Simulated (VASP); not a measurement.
# Sn (P4/mmm) in VASP: a series of runs

Runs on Sn. Level: PBE. Tasks: single point, relaxation of cell and atoms.

Everything below comes from runs of VASP 6.6.1. Logs are shortened: lines on timing, memory, paths and dates and some standing lists are left out, and cuts for length are marked.

## Step 1: The cell of the first run

It takes space group P4/mmm (No. 123, tetragonal). The conventional cell has a = 3.077 Å, b = 3.077 Å, c = 3.097 Å, α = 90.00°, β = 90.00°, γ = 90.00°. Within 4.1 Å of Sn (site symmetry 4/mmm) lie 6 Sn at 3.08 to 3.10 Å.

This isn't the form of Sn at room conditions, which is tetragonal (white tin).

## Step 2: Single point, PBE

Contents of INCAR:

```
PREC     = Accurate       # precision mode
ENCUT    = 500            # plane-wave cutoff, eV
EDIFF    = 1E-6           # SCF threshold, eV
ISMEAR   = 0              # smearing method
SIGMA    = 0.1            # smearing width, eV
LREAL    = False          # projectors in reciprocal space
LASPH    = True           # aspherical terms in the spheres
NELM     = 120            # most SCF steps
ALGO     = Normal         # electronic algorithm
ISIF     = 2              # what is computed and relaxed
LWAVE    = False          # write WAVECAR
LCHARG   = True           # write CHGCAR
GGA      = PE             # functional
LELF     = True           # ELF
LVHAR    = True         
NBANDS   = 13             # bands
GGA_COMPAT= False
```

Contents of KPOINTS:

```
Automatic mesh
0
Gamma
  6 6 6
```

Contents of POSCAR:

```
Sn
1.0
    3.0769742391      0.0000000000      0.0000000000
    0.0000000000      3.0769742391      0.0000000000
    0.0000000000      0.0000000000      3.0968953211
Sn
1
Direct
    0.0000000000      0.0000000000      0.0000000000
```

Potentials or basis: VASP PAW PBE potentials, release 64 (Sn_d).

Started as:

```console
$ cat potpaw_PBE.64/Sn_d/POTCAR > POTCAR
$ mpirun -np 1 vasp_std > vasp.out
```

OUTCAR:

```text
PREC = Accurate
   ENCUT = 500
   EDIFF = 1E-6
   ISMEAR = 0
   LREAL = False
   LASPH = True
   NELM = 120
   ISIF = 2
   GGA = PE

 ion  position               nearest neighbor table
   1  0.000  0.000  0.000-

  LATTYP: Found a simple tetragonal cell.
 ALAT       =     3.0769742391
 C/A-ratio  =     1.0064742440

  Lattice vectors:

 A1 = (   3.0769742391,   0.0000000000,   0.0000000000)
 A2 = (   0.0000000000,   3.0769742391,   0.0000000000)
 A3 = (   0.0000000000,   0.0000000000,   3.0968953211)

Analysis of symmetry for initial positions (statically):
=====================================================================
 Subroutine PRICEL returns:
 Original cell was already a primitive cell.

 Routine SETGRP: Setting up the symmetry group for a
 simple tetragonal supercell.

 Subroutine GETGRP returns: Found 16 space group operations
 (whereof 16 operations were pure point group operations)
 out of a pool of 16 trial point group operations.

The static configuration has the point symmetry D_4h.

Analysis of symmetry for dynamics (positions and initial velocities):
=====================================================================
 Subroutine PRICEL returns:
 Original cell was already a primitive cell.

 Routine SETGRP: Setting up the symmetry group for a
 simple tetragonal supercell.

 Subroutine GETGRP returns: Found 16 space group operations
 (whereof 16 operations were pure point group operations)
 out of a pool of 16 trial point group operations.

The dynamic configuration has the point symmetry D_4h.

 Subroutine INISYM returns: Found 16 space group operations
 (whereof 16 operations are pure point group operations),
 and found     1 'primitive' translations

----------------------------------------------------------------------------------------

                                     Primitive cell

  volume of cell :      29.3207

  direct lattice vectors                    reciprocal lattice vectors
     3.076974239  0.000000000  0.000000000     0.324994596  0.000000000  0.000000000
     0.000000000  3.076974239  0.000000000     0.000000000  0.324994596  0.000000000
     0.000000000  0.000000000  3.096895321     0.000000000  0.000000000  0.322904037

  length of vectors
     3.076974239  3.076974239  3.096895321     0.324994596  0.324994596  0.322904037

  position of ions in fractional coordinates (direct lattice)
     0.000000000  0.000000000  0.000000000

  ion indices of the primitive-cell ions
   primitive index   ion index
[... 81 lines left out ...]
   POTIM  = 0.5000    time-step for ionic-motion
   TEBEG  =    0.0;   TEEND  =   0.0 temperature during run
   PSTRESS=    0.0 pullay stress
   NELECT =      14.0000    total number of electrons
   NUPDOWN=      -1.0000    fix difference up-down
   EMIN   =  10.00;   EMAX   =-10.00  energy-range for DOS
   EFERMI =   0.00;   METHOD = LEGACY
   ISMEAR =     0;   SIGMA  =   0.10  broadening in eV -4-tet -1-fermi 0-gaus
   EFERMI_NEDOS =   21; number of points for ismear=-14 and -15
   IALGO  =     38    algorithm
   IMIX   =      4    mixing-type and parameters
     AMIX     =   0.40;   BMIX     =  1.00
     AMIX_MAG =   1.60;   BMIX_MAG =  1.00
  volume/ion in A,a.u.               =      29.32       197.87
  Fermi-wavevector in a.u.,A,eV,Ry     =   1.279556  2.418011 22.276336  1.637265
  Thomas-Fermi vector in A             =   2.412035
   LORBIT       =      0    0 simple, 1 ext, 2 COOP (PROOUT), +10 PAW based schemes
   GGA     = PE    functional components
   LHFCALC =     F    Hartree Fock is set to
   AEXX    =    0.0000 exact exchange contribution
   IVDW    =     0    specifies the selected vdW correction
   LEPSILON=     F    determine dielectric tensor
   LRPA    =     F    only Hartree local field effects (RPA)
 non-spin polarized calculation
 Gauss-broadening in eV      SIGMA  =   0.10
  energy-cutoff  :      500.00
  volume of cell :       29.32
 maximum number of plane-waves:       756
 NGX is ok and might be reduce to    24
   NGX = 11   NGY = 11   NGZ = 11

 number of electron      13.9999997 magnetization

 Free energy of the ion-electron system (eV)
  ---------------------------------------------------
  ext. energy  EPLUGINS =         0.00000000
  ---------------------------------------------------
  free energy    TOTEN  =        -3.76564200 eV

  energy without entropy =       -3.75979357  energy(sigma->0) =       -3.76271779

 E-fermi :   7.0355     XC(G=0):  -9.9075

 val. band max:        6.7017291906   @ k =   0.3333   0.3333   0.0000
 cond. band min:       7.0437623546   @ k =   0.3333   0.1667   0.3333
 fundamental gap:      0.3420331640
 Fermi energy:         7.0354962674

 k-point     1 :       0.0000    0.0000    0.0000
  band No.  band energies     occupation
      1     -14.6264      2.00000
      2     -14.6186      2.00000
      3     -14.2570      2.00000
      4     -14.2570      2.00000
      5     -14.2534      2.00000
      6      -3.6592      2.00000
      7      12.1129      0.00000
      8      12.3092      0.00000
      9      12.3092      0.00000
     10      15.4944      0.00000
     11      15.6144      0.00000
     12      16.8344      0.00000
     13      26.9411      0.00000
[... 354 lines left out ...]
  band No.  band energies     occupation
      1     -14.4892      2.00000
      2     -14.4485      2.00000
      3     -14.3423      2.00000
      4     -14.3148      2.00000
      5     -14.1999      2.00000
      6       1.0144      2.00000
      7       3.9878      2.00000
      8       7.2694      0.00094
      9      11.4634      0.00000
     10      16.5686      0.00000
     11      20.2375      0.00000
     12      20.4788      0.00000
     13      21.7504      0.00000

 [... further k-points ...]

------------------------ aborting loop because EDIFF is reached ----------------------------------------

  FORCE on cell =-STRESS in cart. coord.  units (eV):
  Direction    XX          YY          ZZ          XY          YZ          ZX
  --------------------------------------------------------------------------------------
  -------------------------------------------------------------------------------------
  Total        0.0110006      0.0110006     -0.0177157      0.0000000      0.0000000      0.0000000
  in kB        0.6011072      0.6011072     -0.9680415      0.0000000      0.0000000      0.0000000
  external PRESSURE =       0.0780576 kB  Pullay stress =       0.0000000 kB

 VOLUME and BASIS-vectors are now :
 -----------------------------------------------------------------------------
  energy-cutoff  :      500.00
  volume of cell :       29.32
      direct lattice vectors                 reciprocal lattice vectors
     3.076974239  0.000000000  0.000000000     0.324994596  0.000000000  0.000000000
     0.000000000  3.076974239  0.000000000     0.000000000  0.324994596  0.000000000
     0.000000000  0.000000000  3.096895321     0.000000000  0.000000000  0.322904037

 POSITION                                       TOTAL-FORCE (eV/Angst)
 -----------------------------------------------------------------------------------
      0.00000      0.00000      0.00000         0.000000      0.000000      0.000000
 -----------------------------------------------------------------------------------
    total drift:                                0.000000     -0.000000      0.000000

  FREE ENERGIE OF THE ION-ELECTRON SYSTEM (eV)
  ---------------------------------------------------
  free  energy   TOTEN  =        -3.7656420033 eV

  energy  without entropy=       -3.7597935735  energy(sigma->0) =       -3.76271779
```

OSZICAR:

```text
N       E                     dE             d eps       ncg     rms          rms(c)
DAV:   1     0.799166471596E+02    0.79917E+02   -0.69944E+03  1060   0.151E+03
DAV:   2     0.194307896220E+01   -0.77974E+02   -0.75417E+02  1135   0.330E+02
DAV:   3    -0.365209984300E+01   -0.55952E+01   -0.55789E+01  1205   0.746E+01
DAV:   4    -0.376854695742E+01   -0.11645E+00   -0.11641E+00  1233   0.114E+01
DAV:   5    -0.377250378917E+01   -0.39568E-02   -0.39568E-02  1289   0.202E+00    0.154E+00
DAV:   6    -0.376635432699E+01    0.61495E-02   -0.10733E-02  1309   0.181E+00    0.872E-01
DAV:   7    -0.376560583359E+01    0.74849E-03   -0.75352E-03  1280   0.149E+00    0.116E-01
DAV:   8    -0.376564673766E+01   -0.40904E-04   -0.96287E-04  1275   0.498E-01    0.314E-02
DAV:   9    -0.376564217960E+01    0.45581E-05   -0.25921E-05  1403   0.666E-02    0.178E-02
DAV:  10    -0.376564200332E+01    0.17628E-06   -0.50630E-06  1160   0.289E-02
   1 F= -.37656420E+01 E0= -.37627178E+01  d E =-.584843E-02
```

Wall time 15 s (1 thread of Intel Xeon 8259CL, shared host); peak memory 0.14 GiB.

What came out:

```yaml
Free_energy: -3.7656 eV
Pressure: 0.0 GPa
Band_gap_on_the_k_mesh: zero (bands 7 and 8 overlap by 7.23 eV)
```

Stress tensor (GPa, compression positive):
```
 0.06  0.00  0.00
 0.00  0.06  0.00
 0.00  0.00 -0.10
```

Caveat: spin-orbit coupling is left out, which moves the levels of the heavy elements.

## Step 3: Single point, PBE

This run uses another cell than the first one, of 41.19 Å³/atom.

Contents of INCAR:

```
ALGO = Normal
EDIFF = 1E-6
ENCUT = 500
GGA = PE
GGA_COMPAT = False
ISIF = 2
ISMEAR = 0
LASPH = True
LCHARG = False
LREAL = False
LWAVE = False
NBANDS = 13
NELM = 120
PREC = Accurate
SIGMA = 0.1
```

Contents of KPOINTS:

```
k-points
0
Gamma
  6 6 6
```

Contents of POSCAR:

```
Sn
1.0
    3.4256141042      0.0000000000      0.0000000000
    0.0000000000      3.4256141042      0.0000000000
    0.0000000000      0.0000000000      3.5098695264
Sn
1
Direct
    0.0000000000      0.0000000000      0.0000000000
```

Potentials or basis: VASP PAW PBE potentials, release 64 (Sn_d).

Started as:

```console
$ cat potpaw_PBE.64/Sn_d/POTCAR > POTCAR
$ mpirun -np 1 vasp_std > vasp.out
```

OUTCAR:

```text
EDIFF = 1E-6
   ENCUT = 500
   GGA = PE
   ISIF = 2
   ISMEAR = 0
   LASPH = True
   LREAL = False
   NELM = 120
   PREC = Accurate

 ion  position               nearest neighbor table
   1  0.000  0.000  0.000-

  LATTYP: Found a simple tetragonal cell.
 ALAT       =     3.4256141042
 C/A-ratio  =     1.0245957132

  Lattice vectors:

 A1 = (   3.4256141042,   0.0000000000,   0.0000000000)
 A2 = (   0.0000000000,   3.4256141042,   0.0000000000)
 A3 = (   0.0000000000,   0.0000000000,   3.5098695264)

Analysis of symmetry for initial positions (statically):
=====================================================================
 Subroutine PRICEL returns:
 Original cell was already a primitive cell.

 Routine SETGRP: Setting up the symmetry group for a
 simple tetragonal supercell.

 Subroutine GETGRP returns: Found 16 space group operations
 (whereof 16 operations were pure point group operations)
 out of a pool of 16 trial point group operations.

The static configuration has the point symmetry D_4h.

Analysis of symmetry for dynamics (positions and initial velocities):
[... 169 lines left out ...]
      3     -17.5866      2.00000
      4     -17.5866      2.00000
      5     -17.5780      2.00000
      6      -5.0426      2.00000
      7       7.3389      0.00000
      8       7.8697      0.00000
      9       7.8697      0.00000
     10      10.7829      0.00000
     11      11.3027      0.00000
     12      11.3683      0.00000
     13      21.1924      0.00000
[... 354 lines left out ...]
  band No.  band energies     occupation
      1     -17.6624      2.00000
      2     -17.6453      2.00000
      3     -17.6095      2.00000
      4     -17.6027      2.00000
      5     -17.5580      2.00000
      6      -2.1053      2.00000
      7       1.7559      2.00000
      8       3.8247      0.00302
      9       8.1731      0.00000
     10      10.3406      0.00000
     11      14.9170      0.00000
     12      15.6069      0.00000
     13      16.4021      0.00000

 [... further k-points ...]

------------------------ aborting loop because EDIFF is reached ----------------------------------------

  FORCE on cell =-STRESS in cart. coord.  units (eV):
  Direction    XX          YY          ZZ          XY          YZ          ZX
  --------------------------------------------------------------------------------------
  -------------------------------------------------------------------------------------
  Total       -1.7991871     -1.7991871     -1.8642439      0.0000000      0.0000000     -0.0000000
  in kB      -69.9872697    -69.9872697    -72.5179411      0.0000000      0.0000000     -0.0000000
  external PRESSURE =     -70.8308268 kB  Pullay stress =       0.0000000 kB

 VOLUME and BASIS-vectors are now :
 -----------------------------------------------------------------------------
  energy-cutoff  :      500.00
  volume of cell :       41.19
      direct lattice vectors                 reciprocal lattice vectors
     3.425614104  0.000000000  0.000000000     0.291918462  0.000000000  0.000000000
     0.000000000  3.425614104  0.000000000     0.000000000  0.291918462  0.000000000
     0.000000000  0.000000000  3.509869526     0.000000000  0.000000000  0.284910876

 POSITION                                       TOTAL-FORCE (eV/Angst)
 -----------------------------------------------------------------------------------
      0.00000      0.00000      0.00000         0.000000      0.000000      0.000000
 -----------------------------------------------------------------------------------
    total drift:                               -0.000000     -0.000000     -0.000000

  FREE ENERGIE OF THE ION-ELECTRON SYSTEM (eV)
  ---------------------------------------------------
  free  energy   TOTEN  =        -3.3988057208 eV

  energy  without entropy=       -3.3921251525  energy(sigma->0) =       -3.39546544
```

stdout:

```text
POSCAR found type information on POSCAR Sn
 POSCAR found :  1 types and       1 ions
 scaLAPACK will be used
 LDA part: xc-table for (Slater+PW92), standard interpolation
 POSCAR, INCAR and KPOINTS ok, starting setup
 FFT: planning ... GRIDC
 FFT: planning ... GRID_SOFT
 FFT: planning ... GRID
 WAVECAR not read
 entering main loop
```

Run time: 27 s. Hardware: 1 thread of Intel Xeon 8259CL, shared host; peak memory 0.16 GiB.

What came out:

| Quantity | Value |
| --- | --- |
| Free energy | -3.3988 eV |
| Pressure | -7.1 GPa |
| Band gap on the k mesh | zero (bands 7 and 8 overlap by 4.91 eV) |

Levels at points of the mesh, in eV from the Fermi level:
```
           k point  band 4  band 5  band 6  band 7  band 8  band 9  band 10  band 11
(0.00, 0.00, 0.00)  -21.20  -21.19   -8.66    3.72    4.25    4.25     7.17     7.69
(0.50, 0.00, 0.00)  -21.21  -21.20   -6.79   -2.86    5.27    5.80     9.43    10.02
(0.50, 0.50, 0.00)  -21.23  -21.14   -4.87   -1.18   -1.18    3.47     6.78    12.31
(0.00, 0.00, 0.50)  -21.23  -21.19   -7.01   -2.82    5.62    5.62     9.52    10.33
(0.50, 0.00, 0.50)  -21.22  -21.16   -5.11   -1.35   -1.12    3.41     7.14    12.60
(0.50, 0.50, 0.50)  -21.16  -21.14   -3.08    0.20    0.20    0.46     5.58     5.71
```

Caveat: the cell stands under tension; spin-orbit coupling is left out, which moves the levels of the heavy elements.

## Step 4: Relaxation of cell and atoms, PBE

This run uses another cell than the first one, of 41.19 Å³/atom.

Contents of INCAR:

```
PREC = Accurate
ENCUT = 500
EDIFF = 1E-7
ISMEAR = 0
SIGMA = 0.1
LREAL = F
LASPH = T
NELM = 120
ALGO = Normal
ISIF = 3
LWAVE = F
LCHARG = F
GGA = PE
IBRION = 2
NSW = 90
EDIFFG = -0.04
GGA_COMPAT = F
NELMIN = 4
```

Contents of KPOINTS:

```
Automatic mesh
0
Gamma
  6 6 6
```

POSCAR is that of step 3.

Started as:

```console
$ cat potpaw_PBE.64/Sn_d/POTCAR > POTCAR
$ mpirun -np 1 vasp_std > vasp.out
```

It took 1.7 min on 1 thread of Intel Xeon 8259CL, shared host; peak memory 0.17 GiB.

Results (log left out):

- Free energy: -3.7680 eV
- Relaxed volume: 29.21 Å³/atom
- Relaxed cell: a = 3.076 Å, b = 3.076 Å, c = 3.086 Å, α = 90.00°, β = 90.00°, γ = 90.00°
- Space group after relaxing (to 0.1 Å): Pm-3m (No. 221)
- Energy gained by relaxing: 369.2 meV/atom
- Ionic steps: 6
- Pressure after relaxing: 0.2 GPa
- Band gap on the k mesh: zero (bands 7 and 8 overlap by 7.33 eV)

Step by step:
| step | energy change (eV) | largest force (eV/Å) | pressure (GPa) | volume (Å³) |
| --- | --- | --- | --- | --- |
| 1 | 0.0000 | 0.0000 | -7.08 | 41.19 |
| 2 | -0.3510 | 0.0000 | -2.61 | 31.26 |
| 3 | -0.3678 | 0.0000 | -0.21 | 29.46 |
| 4 | -0.3679 | 0.0000 | 0.13 | 29.25 |
| 5 | -0.3692 | 0.0000 | 0.21 | 29.21 |
| 6 | -0.3692 | 0.0000 | 0.19 | 29.21 |

Final structure:
```
Sn
1.0
     3.07622    0.00000    0.00000
     0.00000    3.07622    0.00000
     0.00000    0.00000    3.08633
Sn
1
Direct
  0.00000 0.00000 0.00000
```

Levels at points of the mesh, in eV from the Fermi level:
| k point | band 4 | band 5 | band 6 | band 7 | band 8 | band 9 | band 10 | band 11 |
| --- | --- | --- | --- | --- | --- | --- | --- | --- |
| (0.00, 0.00, 0.00) | -21.30 | -21.29 | -10.73 | 5.15 | 5.25 | 5.25 | 8.50 | 8.56 |
| (0.50, 0.00, 0.00) | -21.37 | -21.29 | -7.74 | -4.58 | 7.68 | 7.78 | 11.35 | 11.48 |
| (0.50, 0.50, 0.00) | -21.38 | -21.17 | -4.56 | -2.18 | -2.18 | 2.82 | 10.40 | 14.01 |
| (0.00, 0.00, 0.50) | -21.37 | -21.29 | -7.79 | -4.58 | 7.74 | 7.74 | 11.36 | 11.53 |
| (0.50, 0.00, 0.50) | -21.38 | -21.18 | -4.61 | -2.21 | -2.17 | 2.81 | 10.47 | 14.05 |
| (0.50, 0.50, 0.50) | -21.17 | -21.17 | -0.95 | 0.09 | 0.09 | 0.13 | 5.78 | 5.80 |

Caveat: the volume moved by over 15 % at a fixed basis, so the end points are rough; spin-orbit coupling is left out, which moves the levels of the heavy elements.

## Step 5: Overview

| task | cell | gap on the mesh (eV) | pressure (GPa) |
| --- | --- | --- | --- |
| single point | a = 3.077, b = 3.077, c = 3.097 Å, 1 atom | none | 0.0 |
| single point | a = 3.426, b = 3.426, c = 3.510 Å, 1 atom | none | -7.1 |
| relaxation of cell and atoms | relaxed from a = 3.426, b = 3.426, c = 3.510 Å, 1 atom | none | 0.2 |

Alike in all rows: level PBE; potentials or basis VASP PAW PBE potentials, release 64 (Sn_d); no spin polarisation; k mesh 6 × 6 × 6; cutoff (eV) 500; smearing gaussian 0.1 eV.

Caveats: spin-orbit coupling is left out, which moves the levels of the heavy elements; the cell stands under tension (at least some runs); the volume moved by over 15 % at a fixed basis, so the end points are rough (at least some runs).

Absolute energies hang on the potentials; compare differences alone.

The gap in the log of VASP goes by the Fermi energy; the results here count the filled bands.